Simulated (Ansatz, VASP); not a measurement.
**Two plane-wave programs on W**

```xyz
4
Lattice="2.8194 0.0000 0.0000 -1.4097 2.4417 0.0000 0.0000 0.0000 9.2082" Properties=species:S:1:pos:R:3 pbc="T T T"
W     0.0000    0.0000    0.0000
W     0.0000    0.0000    4.6041
W     0.0000    1.6278    2.3020
W     1.4097    0.8139    6.9061
```

Alike in both runs: task relaxation of cell and atoms; functional revPBE; k mesh 13 × 13 × 4; occupations fermi-dirac, width 0.1 eV; no spin polarisation.

```csv
,VASP,Ansatz
version,VASP 6.6.1,Ansatz 0.2.0
potentials or method,"VASP PAW PBE potentials, release 64 (W_sv), cutoff 600 eV","plane waves (420 eV) with PAW, scalar-relativistic"
valence electrons in the cell,56,56
```

VASP gave:

- relaxed volume (Å³/atom): 16.68
- relaxed cell length with the largest relative difference (Å): 2.795

Question: Which values does Ansatz return?

Answer: Relaxed volume (Å³/atom): 16.65; relaxed cell length with the largest relative difference (Å): 2.794.

VASP's potentials were made for PBE, not for revPBE.

Neither program's run includes spin-orbit coupling.
